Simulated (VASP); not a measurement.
# BN (R3m) in VASP: notebook

BN is run at these levels: PBE; tasks: G0W0 quasiparticle levels.

Program: VASP 6.6.1. These are calculated values, not measurements. Logs are shortened: lines on timing, memory, paths and dates and some standing lists are left out, and cuts for length are marked.

**1. The cell of the first run**

The structure is trigonal, space group R3m (No. 160). Conventional cell: a = 2.629 Å, b = 2.629 Å, c = 6.223 Å, α = 90.00°, β = 90.00°, γ = 120.00°. B (site symmetry 3m) has 4 N at 1.56 to 1.60 Å within 2.1 Å. Within 2.1 Å of N (site symmetry 3m) lie 4 B at 1.56 to 1.60 Å.

**2. G0W0 quasiparticle levels, PBE**

Input file POSCAR:

```
BN
1.0
   -0.0416672041      1.8173030249      1.8173030249
    1.8173030249     -0.0416672041      1.8173030249
    1.8173030249      1.8173030249     -0.0416672041
B N
1 1
Direct
    0.0000135516      0.0000135516      0.0000135516
    0.2499864484      0.2499864484      0.2499864484
```

Input file INCAR.step1:

```
  PREC = Accurate
  ENCUT = 500
  EDIFF = 1E-8
  ISMEAR = 0
  SIGMA = 0.01
  LREAL = F
  LASPH = T
  NELM = 80
  ALGO = Normal
  LWAVE = T
  LCHARG = F
  GGA = PE
```

Input file INCAR.step2:

```
  PREC = Accurate
  ENCUT = 500
  EDIFF = 1E-8
  ISMEAR = 0
  SIGMA = 0.01
  LREAL = F
  LASPH = T
  NELM = 1
  ALGO = Exact
  LWAVE = T
  LCHARG = F
  GGA = PE
  NBANDS = 55
  LOPTICS = T
  ISTART = 1
```

Input file INCAR.step3:

```
  PREC = Accurate
  ENCUT = 500
  EDIFF = 1E-8
  ISMEAR = 0
  SIGMA = 0.01
  LREAL = F
  LASPH = T
  ALGO = EVGW0
  LWAVE = F
  LCHARG = F
  GGA = PE
  NELMGW = 1
  NBANDS = 55
  ENCUTGW = 150.0
  NOMEGA = 96
  PRECFOCK = Fast
  ISTART = 1
  NBANDSGW = 12
  OMEGAMAX = 30
```

Input file KPOINTS:

```
regular mesh
0
Gamma
  6 6 6
```

Potentials or basis: VASP PAW PBE potentials, release 64 (B_GW, N_GW).

Command:

```
$ cat potpaw_PBE.64/B_GW/POTCAR potpaw_PBE.64/N_GW/POTCAR > POTCAR
$ cp INCAR.step1 INCAR
$ mpirun -np 1 vasp_std > vasp.out
$ cp INCAR.step2 INCAR
$ mpirun -np 1 vasp_std > vasp.out
$ cp INCAR.step3 INCAR
$ mpirun -np 1 vasp_std > vasp.out
```

OUTCAR:

```text
PREC = Accurate
   ENCUT = 500
   EDIFF = 1E-8
   ISMEAR = 0
   LREAL = F
   LASPH = T
   GGA = PE
   NELMGW = 1
   ENCUTGW = 150.0
   PRECFOCK = Fast
   ISTART = 1

 ion  position               nearest neighbor table
   1  0.000  0.000  0.000-   2 1.56   2 1.60   2 1.60   2 1.60
   2  0.250  0.250  0.250-   1 1.56   1 1.60   1 1.60   1 1.60

  LATTYP: Found a trigonal (rhomboedric) cell.
 ALAT       =     2.5703923289
 COS(alpha) =     0.4769465915

  Lattice vectors:

 A1 = (  -0.0416672041,   1.8173030249,   1.8173030249)
 A2 = (   1.8173030249,  -0.0416672041,   1.8173030249)
 A3 = (   1.8173030249,   1.8173030249,  -0.0416672041)

Analysis of symmetry for initial positions (statically):
=====================================================================
 Subroutine PRICEL returns:
 Original cell was already a primitive cell.

 Routine SETGRP: Setting up the symmetry group for a
 trigonal (rhombohedral) supercell.

 Subroutine GETGRP returns: Found  6 space group operations
 (whereof  6 operations were pure point group operations)
 out of a pool of 12 trial point group operations.

The static configuration has the point symmetry C_3v.

Analysis of symmetry for dynamics (positions and initial velocities):
=====================================================================
 Subroutine PRICEL returns:
 Original cell was already a primitive cell.

 Routine SETGRP: Setting up the symmetry group for a
 trigonal (rhombohedral) supercell.

 Subroutine GETGRP returns: Found  6 space group operations
 (whereof  6 operations were pure point group operations)
 out of a pool of 12 trial point group operations.

The dynamic configuration has the point symmetry C_3v.

 Subroutine INISYM returns: Found  6 space group operations
 (whereof  6 operations are pure point group operations),
 and found     1 'primitive' translations

----------------------------------------------------------------------------------------

                                     Primitive cell

  volume of cell :      12.4164

  direct lattice vectors                    reciprocal lattice vectors
    -0.041667204  1.817303025  1.817303025    -0.265846923  0.272085307  0.272085307
     1.817303025 -0.041667204  1.817303025     0.272085307 -0.265846923  0.272085307
     1.817303025  1.817303025 -0.041667204     0.272085307  0.272085307 -0.265846923

  length of vectors
     2.570392329  2.570392329  2.570392329     0.467691581  0.467691581  0.467691581

  position of ions in fractional coordinates (direct lattice)
     0.000013552  0.000013552  0.000013552
     0.249986448  0.249986448  0.249986448

  ion indices of the primitive-cell ions
   primitive index   ion index
                 1           1
                 2           2

----------------------------------------------------------------------------------------

 KPOINTS: regular mesh

Automatic generation of k-mesh.
 Grid dimensions read from file:
 generate k-points for:    6    6    6

 Generating k-lattice:

  Cartesian coordinates                     Fractional coordinates (reciprocal lattice)
    -0.044307820  0.045347551  0.045347551     0.166666667  0.000000000  0.000000000
     0.045347551 -0.044307820  0.045347551     0.000000000  0.166666667  0.000000000
     0.045347551  0.045347551 -0.044307820     0.000000000  0.000000000  0.166666667

  Length of vectors
     0.077948597  0.077948597  0.077948597

  Shift w.r.t. Gamma in fractional coordinates (k-lattice)
     0.000000000  0.000000000  0.000000000

 Subroutine IBZKPT returns following result:
 ===========================================

 Found     32 irreducible k-points:

 Following reciprocal coordinates:
            Coordinates               Weight
  0.000000  0.000000  0.000000      1.000000
  0.166667 -0.000000 -0.000000      6.000000
  0.333333  0.000000  0.000000      6.000000
  0.500000  0.000000  0.000000      3.000000
  0.166667  0.166667  0.000000      6.000000
  0.333333  0.166667 -0.000000     12.000000
[... 16 lines left out ...]
  0.500000  0.500000  0.166667      6.000000
 -0.333333  0.500000  0.166667     12.000000
 [... further k-points ...]
   k-points           NKPTS =     32   k-points in BZ     NKDIM =    216   number of bands    NBANDS=     55
   number of dos      NEDOS =    301   number of ions     NIONS =      2
   total plane-waves  NPLWV =   8000
   dimension x,y,z NGX =    20 NGY =   20 NGZ =   20
   dimension x,y,z NGXF=    40 NGYF=   40 NGZF=   40
   ions per type =               1   1
   NGX,Y,Z   is equivalent  to a cutoff of  12.94, 12.94, 12.94 a.u.
   NGXF,Y,Z  is equivalent  to a cutoff of  25.87, 25.87, 25.87 a.u.
 SYSTEM =  unknown system
   PREC   = accura    normal or accurate (medium, high low for compatibility)
   ISTART =      1    job   : 0-new  1-cont  2-samecut
   ICHARG =      0    charge: 1-file 2-atom 10-const
   ISPIN  =      1    spin polarized calculation?
   LNONCOLLINEAR =      F non collinear calculations
   LSORBIT =      F    spin-orbit coupling
   LASPH  =      T    aspherical Exc in radial PAW
   ENCUT  =  500.0 eV  36.75 Ry    6.06 a.u.   4.69  4.69  4.69*2*pi/ulx,y,z
   NELM   =     60;   NELMIN=  2; NELMDL=  0     # of ELM steps
   EDIFF  = 0.1E-07   stopping-criterion for ELM
   LREAL  =      F    real-space projection
   EDIFFG = 0.1E-06   stopping-criterion for IOM
   NSW    =      0    number of steps for IOM
   IBRION =     -1    ionic relax: 0-MD 1-quasi-New 2-CG
   NFREE  =      0    steps in history (QN), initial steepest desc. (CG)
   ISIF   =      0    stress and relaxation
   ISYM   =      3    0-nonsym 1-usesym 2-fastsym
   POTIM  = 0.5000    time-step for ionic-motion
   TEBEG  =    0.0;   TEEND  =   0.0 temperature during run
   PSTRESS=    0.0 pullay stress
   NELECT =       8.0000    total number of electrons
   NUPDOWN=      -1.0000    fix difference up-down
   EMIN   =  10.00;   EMAX   =-10.00  energy-range for DOS
   EFERMI =   0.00;   METHOD = LEGACY
   ISMEAR =     0;   SIGMA  =   0.01  broadening in eV -4-tet -1-fermi 0-gaus
   EFERMI_NEDOS =   21; number of points for ismear=-14 and -15
   IALGO  =     38    algorithm
   IMIX   =      4    mixing-type and parameters
     AMIX     =   0.40;   BMIX     =  1.00
     AMIX_MAG =   1.60;   BMIX_MAG =  1.00
  volume/ion in A,a.u.               =       6.21        41.89
  Fermi-wavevector in a.u.,A,eV,Ry     =   1.413969  2.672014 27.202246  1.999309
  Thomas-Fermi vector in A             =   2.535560
   LORBIT       =      0    0 simple, 1 ext, 2 COOP (PROOUT), +10 PAW based schemes
   GGA     = PE    functional components
   LHFCALC =     T    Hartree Fock is set to
   PRECFOCK=fast      Normal, Fast or Accurate (Low or Medium for compatibility)
   ENCUT4O =  -1.0   cutoff for four orbital integrals eV
   NKREDX  =     1    reduce k-point grid by
   NKREDY  =     1    reduce k-point grid by
   NKREDZ  =     1    reduce k-point grid by
   AEXX    =    1.0000 exact exchange contribution
   HFSCREEN=    0.0000 screening length (either q_TF or 0.3 A-1)
   HFSCREENC=   0.0000 screening length for correlation (either q_TF or 0.3 A-1)
   ENCUTFOCK=  -1.0 apply spherical cutoff to Coloumb kernel
   IVDW    =     0    specifies the selected vdW correction
   LEPSILON=     F    determine dielectric tensor
   LRPA    =     F    only Hartree local field effects (RPA)
   LRPAFORCE           =     F    calculate RPA forces
   ENCUTGW             = 150.0    cutoff for response function in eV
   ENCUTGWSOFT         = 120.0    soft cutoff for Coulomb kernel in GW response function in eV
   ENCUTLF             =  -1.0    cutoff for local field effects
   NELMGW              =     1    number of iterations in solving QP/BSE equation
   NELMHF              =     1    number of iterations in the inner HF iteration
   NKREDLFX            =     1    NKREDLFY  =   1   NKREDLFZ  =   1
 non-spin polarized calculation
 Gauss-broadening in eV      SIGMA  =   0.01
  energy-cutoff  :      500.00
  volume of cell :       12.42
 maximum number of plane-waves:       325
  NGX = 12; NGY = 12; NGZ = 12
   NGX =  9   NGY =  9   NGZ =  9
 maximum number of plane-waves:        59

 QP shifts <psi_nk| G(iteration)W_0 |psi_nk>: iteration 1
 for sc-GW calculations column KS-energies equals QP-energies in previous step
 and V_xc(KS)=  KS-energies - (<T + V_ion + V_H > + <T+V_H+V_ion>^1  + <V_x>^1)

 k-point   1 :       0.0000    0.0000    0.0000
  band No.  KS-energies  QP-energies   sigma(KS)   V_xc(KS)     V^pw_x(r,r')   Z            occupation Imag(sigma)

      1     -12.8231     -14.7108     -17.8004     -15.3790     -26.2539       0.7796       2.0000       1.3747
      2       6.8259       6.0847     -18.9742     -18.0712     -21.5780       0.8209       2.0000       0.0439
      3       6.8259       6.0847     -18.9742     -18.0712     -21.5780       0.8209       2.0000       0.0439
      4       6.9079       6.1652     -19.1095     -18.2047     -21.8466       0.8209       2.0000       0.0454
      5      15.1491      16.4424     -11.9956     -13.5515      -6.8860       0.8313       0.0000      -0.0673
      6      15.1491      16.4424     -11.9956     -13.5515      -6.8860       0.8313       0.0000      -0.0673
      7      15.4269      16.6805     -12.7420     -14.2634      -7.5428       0.8240       0.0000      -0.0719
      8      17.0280      18.2932     -13.2114     -14.7560      -7.7225       0.8192       0.0000      -0.0798
      9      30.6744      31.0862     -10.7218     -11.2458      -3.2588       0.7857       0.0000      -0.5095
     10      34.0472      35.1987     -11.6504     -13.0320      -5.2644       0.8335       0.0000      -0.5435
     11      34.0472      35.1987     -11.6504     -13.0320      -5.2644       0.8335       0.0000      -0.5435
     12      34.4143      35.0267     -10.1995     -10.9370      -3.0188       0.8304       0.0000      -0.9391

 k-point   2 :       0.1667   -0.0000   -0.0000
  band No.  KS-energies  QP-energies   sigma(KS)   V_xc(KS)     V^pw_x(r,r')   Z            occupation Imag(sigma)
[... 353 lines left out ...]
      1      -7.3434      -8.7517     -19.2580     -17.3645     -26.7224       0.7437       2.0000       0.6103
      2      -1.0558      -2.6014     -17.2669     -15.2784     -21.8227       0.7772       2.0000       0.1164
      3       0.8785      -0.4322     -17.0286     -15.3851     -20.7730       0.7975       2.0000       0.0811
      4       1.1101      -0.1785     -17.0122     -15.4005     -20.7158       0.7995       2.0000       0.0789
      5      14.4052      15.3982     -12.4776     -13.6690      -7.6595       0.8334       0.0000      -0.0662
      6      18.5089      19.6531     -12.2664     -13.6565      -6.7530       0.8232       0.0000      -0.0816
      7      21.2070      22.7212     -13.0342     -14.9597      -6.3529       0.7864       0.0000      -0.1355
      8      23.0405      24.6494     -13.3172     -15.3854      -6.3640       0.7779       0.0000      -0.1601
      9      25.7382      27.2413     -13.9499     -15.8980      -6.7399       0.7716       0.0000      -0.2352
     10      31.8122      33.1718     -11.9121     -13.6280      -4.1293       0.7923       0.0000      -0.6648
     11      36.2665      37.2121     -11.4413     -12.5958      -4.0782       0.8191       0.0000      -0.8968
     12      39.3349      40.5158     -11.2465     -12.6902      -3.7692       0.8180       0.0000      -0.9996

 [... further k-points ...]
```

Run time: 60 s. Hardware: 1 thread of Intel Xeon 6975P-C (Granite Rapids), shared host; peak memory 0.27 GiB.

Results:

- Quasiparticle gap: 5.77 eV
- Least direct quasiparticle gap: 10.28 eV
- Band gap of the starting levels on the mesh: 4.32 eV
- Least direct gap of the starting levels on the mesh: 8.24 eV

Caveat: the k points lie up to 0.49 Å⁻¹ apart; the cutoff is under 1.25 times the usual one of these potentials, so pressure, stress and relaxed cells hold a basis-set (Pulay) error; bands, screening cutoff and mesh are small and nothing is extrapolated, so the quasiparticle values aren't converged.

**3. G0W0 quasiparticle levels, PBE**

This run uses another cell than the first one, of 5.77 Å³/atom.

Input file POSCAR:

```
BN
1.0
    0.0139804944      1.8007577048      1.8007577048
    1.8007577048      0.0139804944      1.8007577048
    1.8007577048      1.8007577048      0.0139804944
B N
1 1
Direct
    0.0000525761      0.0000525761      0.0000525761
    0.2499474239      0.2499474239      0.2499474239
```

Input file INCAR.step1:

```
SYSTEM = BN
  PREC = Accurate
  ENCUT = 500
  EDIFF = 1E-8
  ISMEAR = 0
  SIGMA = 0.01
  LREAL = .FALSE.
  LASPH = .TRUE.
  NELM = 60
  ALGO = Normal
  LWAVE = .TRUE.
  LCHARG = .FALSE.
  GGA = PE
```

Input file INCAR.step2:

```
SYSTEM = BN
  PREC = Accurate
  ENCUT = 500
  EDIFF = 1E-8
  ISMEAR = 0
  SIGMA = 0.01
  LREAL = .FALSE.
  LASPH = .TRUE.
  NELM = 1
  ALGO = Exact
  LWAVE = .TRUE.
  LCHARG = .FALSE.
  GGA = PE
  NBANDS = 52
  LOPTICS = .TRUE.
  ISTART = 1
```

Input file INCAR.step3:

```
SYSTEM = BN
  PREC = Accurate
  ENCUT = 500
  EDIFF = 1E-8
  ISMEAR = 0
  SIGMA = 0.01
  LREAL = .FALSE.
  LASPH = .TRUE.
  ALGO = EVGW0
  LWAVE = .FALSE.
  LCHARG = .FALSE.
  GGA = PE
  NELMGW = 1
  NBANDS = 52
  ENCUTGW = 150.0
  NOMEGA = 96
  PRECFOCK = Fast
  ISTART = 1
  NBANDSGW = 12
  OMEGAMAX = 20
```

Input file KPOINTS:

```
regular mesh
0
G
  6 6 6
  0 0 0
```

Potentials or basis: VASP PAW PBE potentials, release 64 (B_GW, N_GW).

Command:

```
$ cat potpaw_PBE.64/B_GW/POTCAR potpaw_PBE.64/N_GW/POTCAR > POTCAR
$ cp INCAR.step1 INCAR
$ mpirun -np 1 vasp_std > vasp.out
$ cp INCAR.step2 INCAR
$ mpirun -np 1 vasp_std > vasp.out
$ cp INCAR.step3 INCAR
$ mpirun -np 1 vasp_std > vasp.out
```

OUTCAR:

```text
SYSTEM = BN
   PREC = Accurate
   ENCUT = 500
   EDIFF = 1E-8
   ISMEAR = 0
   LREAL = .FALSE.
   LASPH = .TRUE.
   GGA = PE
   NELMGW = 1
   ENCUTGW = 150.0
   PRECFOCK = Fast
   ISTART = 1

 ion  position               nearest neighbor table
   1  0.000  0.000  0.000-   2 1.55   2 1.55   2 1.55   2 1.56
   2  0.250  0.250  0.250-   1 1.55   1 1.55   1 1.55   1 1.56
[... 202 lines left out ...]
      2       7.7065       6.9465     -19.2397     -18.3247     -21.9266       0.8305       2.0000       0.0305
      3       7.7683       7.0079     -19.2955     -18.3802     -22.0221       0.8308       2.0000       0.0310
      4       7.7683       7.0079     -19.2955     -18.3802     -22.0221       0.8308       2.0000       0.0310
      5      16.4350      17.7882     -12.2422     -13.8593      -7.1199       0.8368       0.0000      -0.0419
      6      16.7825      18.1636     -12.2336     -13.8862      -7.0619       0.8358       0.0000      -0.0425
      7      16.7825      18.1636     -12.2336     -13.8862      -7.0619       0.8358       0.0000      -0.0425
      8      18.5102      19.7339     -13.9759     -15.4670      -8.3335       0.8206       0.0000      -0.0538
      9      32.9274      33.3992     -10.9337     -11.5305      -3.3319       0.7906       0.0000      -0.4533
     10      35.8103      37.0493     -11.9641     -13.4366      -5.5184       0.8415       0.0000      -0.4809
     11      35.8103      37.0493     -11.9641     -13.4366      -5.5184       0.8415       0.0000      -0.4809
     12      36.2769      36.8815     -10.4966     -11.2230      -3.1063       0.8321       0.0000      -0.8477
[... 356 lines left out ...]
      1      -6.7829      -8.2507     -19.4814     -17.5223     -26.9720       0.7492       2.0000       0.4870
      2      -0.5833      -2.1911     -17.5817     -15.5324     -22.2131       0.7845       2.0000       0.0734
      3       1.3874       0.0183     -17.3923     -15.6867     -21.2608       0.8027       2.0000       0.0497
      4       1.4730       0.1238     -17.2638     -15.5871     -21.0666       0.8047       2.0000       0.0486
      5      15.6021      16.6371     -12.7417     -13.9761      -7.9100       0.8385       0.0000      -0.0406
      6      19.9541      21.1086     -12.1775     -13.5622      -6.6656       0.8337       0.0000      -0.0494
      7      23.1199      24.7226     -13.2403     -15.2687      -6.4660       0.7901       0.0000      -0.0905
      8      24.8800      26.5911     -13.5462     -15.7269      -6.5502       0.7847       0.0000      -0.1098
      9      27.6909      29.3247     -14.2270     -16.3378      -6.8498       0.7740       0.0000      -0.1855
     10      34.0640      35.5345     -12.1577     -14.0040      -4.2598       0.7965       0.0000      -0.6153
     11      38.3190      39.3345     -11.7484     -12.9789      -4.2375       0.8252       0.0000      -0.8670
     12      41.5363      42.7931     -11.5206     -13.0547      -3.8898       0.8193       0.0000      -0.9588

 [... further k-points ...]
```

OUTCAR.step2:

```text
SYSTEM = BN
   PREC = Accurate
   ENCUT = 500
   EDIFF = 1E-8
[... 1015 lines left out ...]
  --------------------------------------------------------------------------------------------------------------
     0.00000     4.77927     4.77927     4.77927     0.02520     0.02520     0.02520
     1.89786     4.86880     4.86880     4.86880     0.02659     0.02659     0.02659
     3.79571     5.17383     5.17383     5.17383     0.03168     0.03168     0.03168
     5.69357     5.83862     5.83862     5.83862     0.04480     0.04480     0.04480
     7.59142     7.44449     7.44449     7.44449     0.09344     0.09344     0.09344
     9.48928    13.61374    13.61374    13.61374     0.40949     0.40949     0.40949
[... 92 lines left out ...]
   185.98988     0.97173     0.97173     0.97173     0.00001     0.00001     0.00001
   187.88774     0.97234     0.97234     0.97234     0.00001     0.00001     0.00001
```

Wall time 81 s (1 thread of Intel Xeon Platinum 8559C (Emerald Rapids), shared host); peak memory 0.25 GiB.

What came out:

| Item | Value |
| --- | --- |
| Quasiparticle gap | 5.95 eV |
| Least direct quasiparticle gap | 10.78 eV |
| Band gap of the starting levels on the mesh | 4.46 eV |
| Least direct gap of the starting levels on the mesh | 8.67 eV |

Caveat: the k points lie up to 0.51 Å⁻¹ apart; the cutoff is under 1.25 times the usual one of these potentials, so pressure, stress and relaxed cells hold a basis-set (Pulay) error; bands, screening cutoff and mesh are small and nothing is extrapolated, so the quasiparticle values aren't converged.
